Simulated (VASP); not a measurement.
# Fe3Ge (Pm-3m) in VASP: further runs

The runs below take Fe3Ge through single point, with PBEsol.

Program: VASP 6.6.1. These are calculated values, not measurements. Logs are shortened: lines on timing, memory, paths and dates and some standing lists are left out, and cuts for length are marked.

## 1. The cell of the first run

It takes space group Pm-3m (No. 221, cubic). Conventional cell: a = 3.661 Å, b = 3.661 Å, c = 3.661 Å, α = 90.00°, β = 90.00°, γ = 90.00°. Within 3.4 Å of Fe (site symmetry 4/mmm) lie 8 Fe at 2.59 Å and 4 Ge at 2.59 Å. Within 3.4 Å of Ge (site symmetry m-3m) lie 12 Fe at 2.59 Å.

## 2. Single point, PBEsol, collinear spin, ferromagnetic start

Contents of INCAR:

```
PREC = Accurate
ENCUT = 520
EDIFF = 1E-6
ISMEAR = 0
SIGMA = 0.1
LREAL = F
LASPH = T
NELM = 150
ALGO = Normal
ISIF = 2
LWAVE = F
LCHARG = F
ISPIN = 2
MAGMOM = 3.31 3.31 3.31 0.1
LORBIT = 11
NUPDOWN = 9.38
LMAXMIX = 4
GGA = PS
NBANDS = 31
```

Contents of KPOINTS:

```
regular mesh
0
Gamma
  12 12 12
```

Contents of POSCAR:

```
Fe3Ge
1.0
    3.6605005200      0.0000000000      0.0000000000
    0.0000000000      3.6605005200      0.0000000000
    0.0000000000      0.0000000000      3.6605005200
Fe Ge
3 1
Direct
    0.0000000000      0.5000000000      0.5000000000
    0.5000000000      0.5000000000      0.0000000000
    0.5000000000      0.0000000000      0.5000000000
    0.0000000000      0.0000000000      0.0000000000
```

Potentials or basis: VASP PAW PBE potentials, release 64 (Fe, Ge_d).

Run with:

```bash
$ cat potpaw_PBE.64/Fe/POTCAR potpaw_PBE.64/Ge_d/POTCAR > POTCAR
$ mpirun -np 1 vasp_std > vasp.out
```

OUTCAR:

```text
PREC = Accurate
   ENCUT = 520
   EDIFF = 1E-6
   ISMEAR = 0
   LREAL = F
   LASPH = T
   NELM = 150
   ISIF = 2
   ISPIN = 2
   LORBIT = 11
   NUPDOWN = 9.38
   GGA = PS

 ion  position               nearest neighbor table
   1  0.000  0.500  0.500-   2 2.59   3 2.59   4 2.59   2 2.59   4 2.59   3 2.59   4 2.59   4 2.59
                             2 2.59   3 2.59   2 2.59   3 2.59
   2  0.500  0.500  0.000-   1 2.59   3 2.59   4 2.59   1 2.59   3 2.59   3 2.59   4 2.59   3 2.59
                             1 2.59   4 2.59   1 2.59   4 2.59
   3  0.500  0.000  0.500-   1 2.59   2 2.59   4 2.59   2 2.59   4 2.59   1 2.59   2 2.59   2 2.59
                             1 2.59   4 2.59   4 2.59   1 2.59
   4  0.000  0.000  0.000-   1 2.59   2 2.59   3 2.59   1 2.59   3 2.59   1 2.59   2 2.59   1 2.59
                             2 2.59   3 2.59   3 2.59   2 2.59

  LATTYP: Found a simple cubic cell.
 ALAT       =     3.6605005200

  Lattice vectors:

 A1 = (   3.6605005200,   0.0000000000,   0.0000000000)
 A2 = (   0.0000000000,   3.6605005200,   0.0000000000)
 A3 = (   0.0000000000,   0.0000000000,   3.6605005200)

Analysis of symmetry for initial positions (statically):
=====================================================================
 Subroutine PRICEL returns:
 Original cell was already a primitive cell.

 Routine SETGRP: Setting up the symmetry group for a
 simple cubic supercell.

 Subroutine GETGRP returns: Found 48 space group operations
 (whereof 48 operations were pure point group operations)
 out of a pool of 48 trial point group operations.

The static configuration has the point symmetry O_h .

Analysis of symmetry for dynamics (positions and initial velocities):
=====================================================================
 Subroutine PRICEL returns:
 Original cell was already a primitive cell.

 Routine SETGRP: Setting up the symmetry group for a
 simple cubic supercell.

 Subroutine GETGRP returns: Found 48 space group operations
 (whereof 48 operations were pure point group operations)
 out of a pool of 48 trial point group operations.

The dynamic configuration has the point symmetry O_h .

Analysis of structural, dynamic, and magnetic symmetry:
=====================================================================
 Subroutine PRICEL returns:
 Original cell was already a primitive cell.

 Routine SETGRP: Setting up the symmetry group for a
 simple cubic supercell.

 Subroutine GETGRP returns: Found 48 space group operations
[... 135 lines left out ...]
   IVDW    =     0    specifies the selected vdW correction
   LEPSILON=     F    determine dielectric tensor
   LRPA    =     F    only Hartree local field effects (RPA)
 spin polarized calculation
 Gauss-broadening in eV      SIGMA  =   0.10
  energy-cutoff  :      520.00
  volume of cell :       49.05
 maximum number of plane-waves:      1357
 NGX is ok and might be reduce to    28
   NGX = 13   NGY = 13   NGZ = 13

 number of electron      38.0000000 magnetization      10.0300000

 number of electron      38.0000021 magnetization       9.3800215

 Free energy of the ion-electron system (eV)
  ---------------------------------------------------
  ext. energy  EPLUGINS =         0.00000000
  ---------------------------------------------------
  free energy    TOTEN  =       -30.89898516 eV

  energy without entropy =      -30.87649494  energy(sigma->0) =      -30.88774005

 E-fermi :   6.4790     XC(G=0): -13.0709

 val. band max:        8.3986763279   @ k =   0.5000   0.1667   0.1667
 cond. band min:       6.4791583531   @ k =   0.5000   0.4167   0.2500
 fundamental gap:     -1.9195179748
 Fermi energy:         8.4136642035

 spin component 1

 k-point     1 :       0.0000    0.0000    0.0000
  band No.  band energies     occupation
      1     -16.9176      1.00000
      2     -16.9176      1.00000
      3     -16.9130      1.00000
      4     -16.9130      1.00000
      5     -16.9130      1.00000
      6      -5.0005      1.00000
[... 805 lines left out ...]
     30      17.0329      0.00000
     31      19.1231      0.00000

 [... further k-points ...]

 spin component 2

 k-point     1 :       0.0000    0.0000    0.0000
  band No.  band energies     occupation
      1     -16.8862      1.00000
      2     -16.8862      1.00000
      3     -16.8778      1.00000
      4     -16.8778      1.00000
      5     -16.8778      1.00000
      6      -4.5788      1.00000
[... 805 lines left out ...]
     30      17.9396      0.00000
     31      20.0110      0.00000

 [... further k-points ...]

------------------------ aborting loop because EDIFF is reached ----------------------------------------

  FORCE on cell =-STRESS in cart. coord.  units (eV):
  Direction    XX          YY          ZZ          XY          YZ          ZX
  --------------------------------------------------------------------------------------
  -------------------------------------------------------------------------------------
  Total        2.5584542      2.5584542      2.5584542     -0.0000000     -0.0000000     -0.0000000
  in kB       83.5731560     83.5731560     83.5731560     -0.0000000     -0.0000000     -0.0000000
  external PRESSURE =      83.5731560 kB  Pullay stress =       0.0000000 kB

 VOLUME and BASIS-vectors are now :
 -----------------------------------------------------------------------------
  energy-cutoff  :      520.00
  volume of cell :       49.05
      direct lattice vectors                 reciprocal lattice vectors
     3.660500520  0.000000000  0.000000000     0.273186684  0.000000000  0.000000000
     0.000000000  3.660500520  0.000000000     0.000000000  0.273186684  0.000000000
     0.000000000  0.000000000  3.660500520     0.000000000  0.000000000  0.273186684

 POSITION                                       TOTAL-FORCE (eV/Angst)
 -----------------------------------------------------------------------------------
      0.00000      1.83025      1.83025         0.000000      0.000000      0.000000
      1.83025      1.83025      0.00000         0.000000      0.000000      0.000000
      1.83025      0.00000      1.83025         0.000000      0.000000      0.000000
      0.00000      0.00000      0.00000         0.000000      0.000000      0.000000
 -----------------------------------------------------------------------------------
    total drift:                                0.000000      0.000000      0.000000

  FREE ENERGIE OF THE ION-ELECTRON SYSTEM (eV)
  ---------------------------------------------------
  free  energy   TOTEN  =       -30.8989851591 eV

  energy  without entropy=      -30.8764949403  energy(sigma->0) =      -30.88774005

 total charge

# of ion       s       p       d       tot
------------------------------------------
    1        0.449   0.534   6.182   7.165
    2        0.449   0.534   6.182   7.165
    3        0.449   0.534   6.182   7.165
    4        1.098   1.368  10.092  12.557
--------------------------------------------------
tot          2.444   2.970  28.638  34.053

 magnetization (x)

# of ion       s       p       d       tot
------------------------------------------
    1        0.017   0.047   2.941   3.005
    2        0.017   0.047   2.941   3.005
    3        0.017   0.047   2.941   3.005
    4        0.043   0.034   0.026   0.103
--------------------------------------------------
tot          0.094   0.175   8.850   9.119
```

OSZICAR:

```text
N       E                     dE             d eps       ncg     rms          rms(c)
DAV:   1     0.305010045259E+03    0.30501E+03   -0.16278E+04 11775   0.262E+03
DAV:   2     0.686913688898E+01   -0.29814E+03   -0.27880E+03 10416   0.532E+02
DAV:   3    -0.330874983694E+02   -0.39957E+02   -0.38533E+02 11438   0.152E+02
DAV:   4    -0.345515330152E+02   -0.14640E+01   -0.14616E+01 12054   0.344E+01
DAV:   5    -0.345714605527E+02   -0.19928E-01   -0.19927E-01 11614   0.366E+00    0.216E+01
DAV:   6    -0.318531820822E+02    0.27183E+01   -0.24266E+01 12291   0.680E+01    0.163E+01
DAV:   7    -0.309629641512E+02    0.89022E+00   -0.33402E+00 11675   0.289E+01    0.913E+00
DAV:   8    -0.309436776136E+02    0.19287E-01   -0.14918E-01 11983   0.284E+00    0.366E+00
DAV:   9    -0.308992722997E+02    0.44405E-01   -0.38727E-02 14030   0.258E+00    0.750E-01
DAV:  10    -0.308987844598E+02    0.48784E-03   -0.63076E-03 13756   0.926E-01    0.218E-01
DAV:  11    -0.308989756043E+02   -0.19114E-03   -0.65180E-04 12245   0.277E-01    0.121E-01
DAV:  12    -0.308989873104E+02   -0.11706E-04   -0.33199E-05 12669   0.647E-02    0.397E-02
DAV:  13    -0.308989837873E+02    0.35232E-05   -0.10855E-05 13979   0.400E-02    0.198E-02
DAV:  14    -0.308989854372E+02   -0.16499E-05   -0.21033E-06 10148   0.163E-02    0.980E-03
DAV:  15    -0.308989851591E+02    0.27812E-06   -0.24559E-07  5950   0.570E-03
   1 F= -.30898985E+02 E0= -.30887740E+02  d E =-.224902E-01  mag=     9.3800
```

stdout:

```text
POSCAR found type information on POSCAR FeGe
 POSCAR found :  2 types and       4 ions
 scaLAPACK will be used
 -----------------------------------------------------------------------------
|                                                                             |
|                                                                             |
|     You enforced a specific xc type in the INCAR file but a different       |
|     I HOPE YOU KNOW WHAT YOU ARE DOING!                                     |
|                                                                             |
 -----------------------------------------------------------------------------

 LDA part: xc-table for (Slater+PW92), standard interpolation
 POSCAR, INCAR and KPOINTS ok, starting setup
 FFT: planning ... GRIDC
 FFT: planning ... GRID_SOFT
 FFT: planning ... GRID
 WAVECAR not read
 entering main loop
```

It took 3.5 min on 1 thread of Oxide Virtual Turin-like, shared host; peak memory 0.27 GiB.

Results:

```
Free energy                                           : -30.8990 eV
Pressure                                              : 8.4 GPa
Net moment                                            : 9.38 μB per cell
Site moments                                          : Fe +3.00; Ge +0.10 μB
Valence electrons inside the program's atomic spheres : Fe 7.17; Ge 12.56
```

Caveat: the cell stands under pressure; the PAW data sets were made with another functional, which shifts forces and pressure a little; the total moment is fixed, so each spin has its own Fermi level and the state may be an excited one.

## 3. Single point, PBEsol, collinear spin, ferromagnetic start

Contents of INCAR:

```
SYSTEM = Fe3Ge
ALGO = Fast ; EDIFF = 1E-6
ENCUT = 520 ; GGA = PS
ISIF = 2 ; ISMEAR = 0
ISPIN = 2 ; LASPH = .TRUE.
LCHARG = .FALSE. ; LMAXMIX = 4
LORBIT = 11 ; LREAL = .FALSE.
LWAVE = .FALSE. ; MAGMOM = 3.74 3.74 3.74 0.39
NBANDS = 31 ; NELM = 150
NUPDOWN = 11.25 ; PREC = Accurate
SIGMA = 0.1
```

Contents of KPOINTS:

```
k-points
0
G
  12 12 12
  0 0 0
```

POSCAR is that of step 2.

Potentials or basis: VASP PAW PBE potentials, release 64 (Fe, Ge_d).

Run with:

```bash
$ cat potpaw_PBE.64/Fe/POTCAR potpaw_PBE.64/Ge_d/POTCAR > POTCAR
$ mpirun -np 1 vasp_std > vasp.out
```

Wall time 5.2 min (1 thread of Oxide Virtual Turin-like, shared host); peak memory 0.27 GiB.

It converged, with:

- Free energy: -28.1256 eV
- Pressure: 26.1 GPa
- Net moment: 11.25 μB per cell
- Site moments: Fe +3.43; Ge +0.40 μB
- Valence electrons inside the program's atomic spheres: Fe 7.12; Ge 12.64

Caveat: the cell stands under pressure; the PAW data sets were made with another functional, which shifts forces and pressure a little; the total moment is fixed, so each spin has its own Fermi level and the state may be an excited one.

(Continued in part 2 of 2.)
